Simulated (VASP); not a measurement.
Pd:

```
CELL_PARAMETERS angstrom
0.00000 1.94650 1.94650
1.94650 0.00000 1.94650
1.94650 1.94650 0.00000
ATOMIC_POSITIONS crystal
Pd 0.00000 0.00000 0.00000
```

| Property | Result |
| --- | --- |
| Program | VASP 6.6.1 |
| Task | relaxation of cell and atoms |
| Functional | r2SCAN |
| Potentials or basis | VASP PAW PBE potentials, release 64 (Pd) |
| Cutoff | 600 eV |
| k mesh | 24 × 24 × 24 |
| Occupations | fermi-dirac, width 0.08 eV |
| Spin | no spin polarisation |

At the start: pressure 3.2 GPa; volume 14.75 Å³/atom.

How do energy, volume and symmetry change on relaxing?

Over 3 steps the energy falls by 2.3 meV/atom and the volume is 14.99 Å³/atom (+1.6 %); space group Fm-3m (No. 225, to 0.1 Å) before and after.

The path:
```csv
step,energy change (eV),largest force (eV/Å),pressure (GPa),volume (Å³)
1,0.0000,0.0000,3.16,14.75
2,0.0032,0.0000,-4.41,15.38
3,-0.0023,0.0000,0.00,14.99
```

Final structure:
```cif
data_structure
_symmetry_space_group_name_H-M 'P 1'
_symmetry_Int_Tables_number 1
_cell_length_a 2.7677
_cell_length_b 2.7677
_cell_length_c 2.7677
_cell_angle_alpha 60.000
_cell_angle_beta 60.000
_cell_angle_gamma 60.000
_cell_volume 14.99
loop_
_atom_site_label
_atom_site_type_symbol
_atom_site_fract_x
_atom_site_fract_y
_atom_site_fract_z
_atom_site_occupancy
Pd1 Pd 0.00000 0.00000 0.00000 1
```

Caveat: the PAW data sets were made with another functional, which shifts forces and pressure a little.
